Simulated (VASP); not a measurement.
# Be2CdS (Fmmm) in VASP: a series of runs

Runs on Be2CdS. Level: PBE. Tasks: single point, relaxation of cell and atoms.

Program: VASP 6.6.1. These are calculated values, not measurements. Logs are shortened: lines on timing, memory, paths and dates and some standing lists are left out, and cuts for length are marked.

**1. The cell of the first run**

The structure is orthorhombic, space group Fmmm (No. 69). The conventional cell has a = 5.295 Å, b = 6.266 Å, c = 8.230 Å, α = 90.00°, β = 90.00°, γ = 90.00°. Within 3.2 Å of Be (site symmetry 2/m) lie 2 Cd at 2.45 Å and 2 S at 2.45 Å and 4 Be at 2.65 to 3.13 Å. Cd (site symmetry mmm) has 4 Be at 2.45 Å and 4 S at 2.65 to 3.13 Å within 3.2 Å. Within 3.2 Å of S (site symmetry mmm) lie 4 Be at 2.45 Å and 4 Cd at 2.65 to 3.13 Å.

**2. Single point, PBE**

The input, INCAR:

```
SYSTEM = Be2CdS
  PREC = Accurate
  ENCUT = 520
  EDIFF = 1E-6
  ISMEAR = 0
  SIGMA = 0.1
  LREAL = .False.
  LASPH = .True.
  NELM = 80
  ALGO = Normal
  ISIF = 2
  LWAVE = .False.
  LCHARG = .True.
  GGA = PE
  LELF = .True.
  LVHAR = .True.
  NBANDS = 19
```

The input, KPOINTS:

```
regular mesh
0
Gamma
  6 6 6
  0 0 0
```

The input, POSCAR:

```
Be2CdS
1.0
    0.0000000000      2.6477457880      4.1149151200
    3.1329881202      0.0000000000      4.1149151200
    3.1329881202      2.6477457880      0.0000000000
Be Cd S
2 1 1
Direct
    0.0000000000      0.5000000000      0.5000000000
    0.5000000000      0.0000000000      0.0000000000
    0.5000000000      0.5000000000      0.5000000000
    0.0000000000      0.0000000000      0.0000000000
```

Potentials or basis: VASP PAW PBE potentials, release 64 (Be, Cd, S).

On the command line:

```console
> cat potpaw_PBE.64/Be/POTCAR potpaw_PBE.64/Cd/POTCAR potpaw_PBE.64/S/POTCAR > POTCAR
> mpirun -np 1 vasp_std > vasp.out
```

OUTCAR:

```text
SYSTEM = Be2CdS
   PREC = Accurate
   ENCUT = 520
   EDIFF = 1E-6
   ISMEAR = 0
   LREAL = .False.
   LASPH = .True.
   NELM = 80
   ISIF = 2
   GGA = PE

 ion  position               nearest neighbor table
   1  0.000  0.500  0.500-   3 2.45   4 2.45   4 2.45   3 2.45
   2  0.500  0.000  0.000-   4 2.45   3 2.45   3 2.45   4 2.45
   3  0.500  0.500  0.500-   1 2.45   2 2.45   2 2.45   1 2.45   4 2.65   4 2.65   4 3.13   4 3.13

   4  0.000  0.000  0.000-   2 2.45   1 2.45   1 2.45   2 2.45   3 2.65   3 2.65   3 3.13   3 3.13

  LATTYP: Found a face centered orthorhombic cell.
 ALAT       =     5.2954915760
 B/A-ratio  =     1.1832662087
 C/A-ratio  =     1.5541201647

  Lattice vectors:

 A1 = (   3.1329881202,   0.0000000000,  -4.1149151200)
 A2 = (   0.0000000000,   2.6477457880,  -4.1149151200)
 A3 = (   3.1329881202,   2.6477457880,   0.0000000000)

Analysis of symmetry for initial positions (statically):
=====================================================================
 Subroutine PRICEL returns:
 Original cell was already a primitive cell.

 Routine SETGRP: Setting up the symmetry group for a
 face centered orthorhombic supercell.

 Subroutine GETGRP returns: Found  8 space group operations
 (whereof  8 operations were pure point group operations)
 out of a pool of  8 trial point group operations.

The static configuration has the point symmetry D_2h.

Analysis of symmetry for dynamics (positions and initial velocities):
=====================================================================
 Subroutine PRICEL returns:
 Original cell was already a primitive cell.

 Routine SETGRP: Setting up the symmetry group for a
 face centered orthorhombic supercell.

 Subroutine GETGRP returns: Found  8 space group operations
 (whereof  8 operations were pure point group operations)
 out of a pool of  8 trial point group operations.

The dynamic configuration has the point symmetry D_2h.

 Subroutine INISYM returns: Found  8 space group operations
 (whereof  8 operations are pure point group operations),
 and found     1 'primitive' translations

----------------------------------------------------------------------------------------

                                     Primitive cell

  volume of cell :      68.2694

  direct lattice vectors                    reciprocal lattice vectors
     0.000000000  2.647745788  4.114915120    -0.159592051  0.188839881  0.121509189
     3.132988120  0.000000000  4.114915120     0.159592051 -0.188839881  0.121509189
     3.132988120  2.647745788  0.000000000     0.159592051  0.188839881 -0.121509189

  length of vectors
     4.893167093  5.171860498  4.101971760     0.275489758  0.275489758  0.275489758

  position of ions in fractional coordinates (direct lattice)
     0.000000000  0.500000000  0.500000000
     0.500000000  1.000000000  0.000000000
     0.500000000  0.500000000  0.500000000
     0.000000000  0.000000000  0.000000000

  ion indices of the primitive-cell ions
   primitive index   ion index
                 1           1
                 2           2
                 3           3
                 4           4

----------------------------------------------------------------------------------------

 KPOINTS: regular mesh

Automatic generation of k-mesh.
 Grid dimensions read from file:
 generate k-points for:    6    6    6

 Generating k-lattice:

  Cartesian coordinates                     Fractional coordinates (reciprocal lattice)
    -0.026598675  0.031473314  0.020251532     0.166666667 -0.000000000  0.000000000
     0.026598675 -0.031473314  0.020251532    -0.000000000  0.166666667 -0.000000000
     0.026598675  0.031473314 -0.020251532     0.000000000  0.000000000  0.166666667

  Length of vectors
     0.045914960  0.045914960  0.045914960

  Shift w.r.t. Gamma in fractional coordinates (k-lattice)
     0.000000000  0.000000000  0.000000000

 Subroutine IBZKPT returns following result:
 ===========================================

 Found     46 irreducible k-points:

 Following reciprocal coordinates:
            Coordinates               Weight
  0.000000  0.000000  0.000000      1.000000
  0.166667  0.000000  0.000000      8.000000
  0.333333  0.000000 -0.000000      8.000000
  0.500000  0.000000 -0.000000      4.000000
  0.166667  0.166667  0.000000      2.000000
  0.333333  0.166667 -0.000000      8.000000
[... 16 lines left out ...]
 -0.166667  0.166667  0.166667      8.000000
  0.500000  0.333333  0.166667      4.000000
 [... further k-points ...]
   k-points           NKPTS =     46   k-points in BZ     NKDIM =     46   number of bands    NBANDS=     19
   number of dos      NEDOS =    301   number of ions     NIONS =      4
   total plane-waves  NPLWV =  46080
   dimension x,y,z NGX =    36 NGY =   40 NGZ =   32
   dimension x,y,z NGXF=    72 NGYF=   80 NGZF=   64
   ions per type =               2   1   1
   NGX,Y,Z   is equivalent  to a cutoff of  12.23, 12.86, 12.97 a.u.
   NGXF,Y,Z  is equivalent  to a cutoff of  24.46, 25.72, 25.94 a.u.
 SYSTEM =  Be2CdS
   PREC   = accura    normal or accurate (medium, high low for compatibility)
   ISTART =      0    job   : 0-new  1-cont  2-samecut
   ICHARG =      2    charge: 1-file 2-atom 10-const
   ISPIN  =      1    spin polarized calculation?
   LNONCOLLINEAR =      F non collinear calculations
   LSORBIT =      F    spin-orbit coupling
   LASPH  =      T    aspherical Exc in radial PAW
   ENCUT  =  520.0 eV  38.22 Ry    6.18 a.u.   9.10  9.62  7.63*2*pi/ulx,y,z
   NELM   =     80;   NELMIN=  2; NELMDL= -5     # of ELM steps
   EDIFF  = 0.1E-05   stopping-criterion for ELM
   LREAL  =      F    real-space projection
   EDIFFG = 0.1E-04   stopping-criterion for IOM
   NSW    =      0    number of steps for IOM
   IBRION =     -1    ionic relax: 0-MD 1-quasi-New 2-CG
   NFREE  =      0    steps in history (QN), initial steepest desc. (CG)
   ISIF   =      2    stress and relaxation
   ISYM   =      2    0-nonsym 1-usesym 2-fastsym
   POTIM  = 0.5000    time-step for ionic-motion
   TEBEG  =    0.0;   TEEND  =   0.0 temperature during run
   PSTRESS=    0.0 pullay stress
   NELECT =      22.0000    total number of electrons
   NUPDOWN=      -1.0000    fix difference up-down
   EMIN   =  10.00;   EMAX   =-10.00  energy-range for DOS
   EFERMI =   0.00;   METHOD = LEGACY
   ISMEAR =     0;   SIGMA  =   0.10  broadening in eV -4-tet -1-fermi 0-gaus
   EFERMI_NEDOS =   21; number of points for ismear=-14 and -15
   IALGO  =     38    algorithm
   IMIX   =      4    mixing-type and parameters
     AMIX     =   0.40;   BMIX     =  1.00
     AMIX_MAG =   1.60;   BMIX_MAG =  1.00
  volume/ion in A,a.u.               =      17.07       115.18
  Fermi-wavevector in a.u.,A,eV,Ry     =   1.122381  2.120993 17.139800  1.259740
  Thomas-Fermi vector in A             =   2.259041
   LORBIT       =      0    0 simple, 1 ext, 2 COOP (PROOUT), +10 PAW based schemes
   GGA     = PE    functional components
   LHFCALC =     F    Hartree Fock is set to
   AEXX    =    0.0000 exact exchange contribution
   IVDW    =     0    specifies the selected vdW correction
   LEPSILON=     F    determine dielectric tensor
   LRPA    =     F    only Hartree local field effects (RPA)
 non-spin polarized calculation
 Gauss-broadening in eV      SIGMA  =   0.10
  energy-cutoff  :      520.00
  volume of cell :       68.27
 maximum number of plane-waves:      1856
   NGX = 19   NGY = 19   NGZ = 15

 number of electron      21.9999999 magnetization

 Free energy of the ion-electron system (eV)
  ---------------------------------------------------
  ext. energy  EPLUGINS =         0.00000000
  ---------------------------------------------------
  free energy    TOTEN  =       -10.33108027 eV

  energy without entropy =      -10.32624511  energy(sigma->0) =      -10.32866269

 E-fermi :   4.0339     XC(G=0):  -9.7391

 val. band max:        3.8976880815   @ k =   0.0000   0.5000   0.5000
 cond. band min:       4.0456406703   @ k =  -0.3333   0.1667   0.3333
 fundamental gap:      0.1479525888
 Fermi energy:         4.0338926590

 k-point     1 :       0.0000    0.0000    0.0000
  band No.  band energies     occupation
      1     -10.1743      2.00000
      2      -5.2713      2.00000
      3      -5.2076      2.00000
      4      -5.0317      2.00000
      5      -4.8983      2.00000
      6      -4.8531      2.00000
[... 11 lines left out ...]
     18       9.9960      0.00000
     19      11.8977      0.00000

 k-point     2 :       0.1667    0.0000    0.0000
  band No.  band energies     occupation
      1     -10.0572      2.00000
      2      -5.3102      2.00000
      3      -5.2012      2.00000
      4      -5.0212      2.00000
      5      -5.0060      2.00000
      6      -4.8641      2.00000
[... 11 lines left out ...]
     18      10.7616      0.00000
     19      11.4047      0.00000

 k-point     3 :       0.3333    0.0000   -0.0000
  band No.  band energies     occupation
      1      -9.7942      2.00000
      2      -5.4002      2.00000
      3      -5.3151      2.00000
      4      -5.1449      2.00000
      5      -5.0073      2.00000
      6      -4.8784      2.00000
[... 11 lines left out ...]
     18      10.6776      0.00000
     19      12.1920      0.00000

 k-point     4 :       0.5000    0.0000   -0.0000
  band No.  band energies     occupation
      1      -9.6434      2.00000
      2      -5.4836      2.00000
      3      -5.4457      2.00000
      4      -5.1480      2.00000
      5      -5.0037      2.00000
      6      -4.8804      2.00000
[... 407 lines left out ...]
     18      10.6152      0.00000
     19      12.6866      0.00000

 k-point    23 :      -0.1667    0.1667    0.1667
  band No.  band energies     occupation
      1      -9.8770      2.00000
      2      -5.3447      2.00000
      3      -5.1748      2.00000
      4      -4.9628      2.00000
      5      -4.9420      2.00000
      6      -4.8795      2.00000
[... 11 lines left out ...]
     18      11.3272      0.00000
     19      12.0442      0.00000

 k-point    24 :       0.5000    0.3333    0.1667
  band No.  band energies     occupation
      1      -9.8086      2.00000
      2      -5.4070      2.00000
      3      -5.3030      2.00000
      4      -5.1087      2.00000
      5      -5.0316      2.00000
      6      -4.8623      2.00000
[... 11 lines left out ...]
     18      10.6795      0.00000
     19      11.5302      0.00000

 [... further k-points ...]
[... 5 lines left out ...]
  --------------------------------------------------------------------------------------
  -------------------------------------------------------------------------------------
  Total        0.1542785      0.1568794      0.0728833     -0.0000000      0.0000000      0.0000000
  in kB        3.6206790      3.6817187      1.7104588     -0.0000000      0.0000000      0.0000000
  external PRESSURE =       3.0042855 kB  Pullay stress =       0.0000000 kB

 VOLUME and BASIS-vectors are now :
 -----------------------------------------------------------------------------
  energy-cutoff  :      520.00
  volume of cell :       68.27
      direct lattice vectors                 reciprocal lattice vectors
     0.000000000  2.647745788  4.114915120    -0.159592051  0.188839881  0.121509189
     3.132988120  0.000000000  4.114915120     0.159592051 -0.188839881  0.121509189
     3.132988120  2.647745788  0.000000000     0.159592051  0.188839881 -0.121509189

 POSITION                                       TOTAL-FORCE (eV/Angst)
 -----------------------------------------------------------------------------------
      3.13299      1.32387      2.05746         0.000000      0.000000     -0.000000
      0.00000      1.32387      2.05746         0.000000      0.000000     -0.000000
      3.13299      2.64775      4.11492        -0.000000     -0.000000      0.000000
      0.00000      0.00000      0.00000         0.000000      0.000000      0.000000
 -----------------------------------------------------------------------------------
    total drift:                                0.000000      0.000000      0.000000

  FREE ENERGIE OF THE ION-ELECTRON SYSTEM (eV)
  ---------------------------------------------------
  free  energy   TOTEN  =       -10.3310802696 eV

  energy  without entropy=      -10.3262451124  energy(sigma->0) =      -10.32866269
```

Wall time 88 s (1 thread of AMD EPYC 7R13, shared host); peak memory 0.21 GiB.

Results:

- Free energy: -10.3311 eV
- Pressure: 0.3 GPa
- Band gap on the k mesh: zero (band 11 reaches 4.49 eV, above the bottom of band 12 at 3.14 eV)

Levels at points of the mesh, in eV from the Fermi level:
| k point | band 9 | band 10 | band 11 | band 12 | band 13 | band 14 |
| --- | --- | --- | --- | --- | --- | --- |
| (0.00, 0.00, 0.00) | -4.49 | -2.67 | -1.26 | 1.57 | 1.81 | 2.51 |
| (0.50, 0.00, 0.00) | -3.45 | -2.57 | 0.45 | 0.80 | 2.21 | 2.22 |
| (0.50, 0.50, 0.00) | -3.67 | -2.80 | 0.44 | 1.18 | 2.54 | 3.84 |
| (0.50, 0.00, 0.50) | -4.47 | -4.13 | -1.48 | 0.81 | 1.94 | 2.45 |
| (0.00, 0.50, 0.50) | -5.23 | -3.72 | -1.52 | -0.14 | 0.87 | 2.90 |

**3. Relaxation of cell and atoms, PBE**

This run uses another cell than the first one, of 18.34 Å³/atom, 1.075 times its volume.

The input, INCAR:

```
SYSTEM = Be2CdS
ALGO = Normal
EDIFF = 1E-6
EDIFFG = -0.04
ENCUT = 600
GGA = PE
IBRION = 2
ISIF = 3
ISMEAR = 0
LASPH = .TRUE.
LCHARG = .FALSE.
LREAL = .FALSE.
LWAVE = .FALSE.
NELM = 60
NSW = 90
PREC = Accurate
SIGMA = 0.1
```

The input, KPOINTS:

```
k-points
0
G
  6 6 6
  0 0 0
```

The input, POSCAR:

```
Be2CdS
1.0
    0.0000000000      3.1557691500      4.8650307000
    2.3893877300      0.0000000000      4.8650307000
    2.3893877300      3.1557691500      0.0000000000
Be Cd S
2 1 1
Direct
    0.0000000000      0.5000000000      0.5000000000
    0.5000000000      0.0000000000      0.0000000000
    0.5000000000      0.5000000000      0.5000000000
    0.0000000000      0.0000000000      0.0000000000
```

Potentials or basis: VASP PAW PBE potentials, release 64 (Be, Cd, S).

On the command line:

```console
> cat potpaw_PBE.64/Be/POTCAR potpaw_PBE.64/Cd/POTCAR potpaw_PBE.64/S/POTCAR > POTCAR
> mpirun -np 1 vasp_std > vasp.out
```

Run time: 30 min. Hardware: 1 thread of AMD EPYC 7R13, shared host; peak memory 0.29 GiB.

Results (log left out):

```
Free energy                            : -10.3262 eV
Relaxed volume                         : 17.24 Å³/atom
Relaxed cell                           : a = 4.899 Å, b = 5.196 Å, c = 4.122 Å, α = 62.18°, β = 69.73°, γ = 48.09°
Space group after relaxing (to 0.05 Å) : Fmmm (No. 69)
Energy gained by relaxing              : 325.6 meV/atom
Ionic steps                            : 20
Pressure after relaxing                : -0.1 GPa
Band gap on the k mesh                 : zero (band 11 reaches 4.40 eV, above the bottom of band 12 at 3.06 eV)
```

Stress tensor (GPa, compression positive):
```
-0.27  0.00  0.00
 0.00  0.33  0.00
 0.00  0.00 -0.23
```

Step by step:
```csv
step,energy change (eV),largest force (eV/Å),pressure (GPa),volume (Å³)
1,0.0000,0.0000,-0.94,73.37
2,-0.2486,0.0000,-3.29,72.11
3,-1.0005,0.0000,-3.35,67.11
4,6.6684,0.0000,82.06,52.39
5,-1.0675,0.0000,-2.42,66.42
6,-0.3617,0.0000,16.60,60.03
7,-1.1430,0.0000,-0.49,65.27
8,-1.1510,0.0000,1.49,64.36
9,-1.1540,0.0000,0.93,64.59
10,-1.1853,0.0000,-0.23,66.07
11,-1.2454,0.0000,-1.60,68.89
12,-1.2527,0.0000,-2.32,74.12
13,-1.2795,0.0000,-2.29,71.31
14,-1.2942,0.0000,-1.37,71.07
15,-1.2960,0.0000,-0.95,70.95
16,-1.2960,0.0000,-0.90,70.94
17,-1.2984,0.0000,-0.71,70.52
18,-1.3015,0.0000,-0.26,69.52
19,-1.3017,0.0000,-0.07,69.12
20,-1.3024,0.0000,-0.05,68.98
```

Final structure:
```yaml
crystal:
  lattice:
    - [0.00000, 2.64529, 4.12363]
    - [3.16177, 0.00000, 4.12363]
    - [3.16177, 2.64529, 0.00000]
  atoms:
    - { symbol: Be, position: [0.00000, 0.50000, 0.50000] }
    - { symbol: Be, position: [0.50000, 0.00000, 0.00000] }
    - { symbol: Cd, position: [0.50000, 0.50000, 0.50000] }
    - { symbol: S, position: [0.00000, 0.00000, 0.00000] }
```

Levels at points of the mesh, in eV from the Fermi level:
| k point | band 8 | band 9 | band 10 | band 11 | band 12 | band 13 | band 14 | band 15 |
| --- | --- | --- | --- | --- | --- | --- | --- | --- |
| (0.00, 0.00, 0.00) | -4.79 | -4.49 | -2.65 | -1.28 | 1.56 | 1.86 | 2.47 | 3.98 |
| (0.50, 0.00, 0.00) | -4.86 | -3.44 | -2.60 | 0.44 | 0.78 | 2.21 | 2.21 | 3.20 |
| (0.50, 0.50, 0.00) | -4.86 | -3.68 | -2.77 | 0.42 | 1.22 | 2.50 | 3.81 | 4.89 |
| (0.50, 0.00, 0.50) | -5.80 | -4.43 | -4.11 | -1.46 | 0.80 | 1.93 | 2.46 | 2.85 |
| (0.00, 0.50, 0.50) | -5.44 | -5.21 | -3.72 | -1.54 | -0.10 | 0.87 | 2.83 | 5.74 |
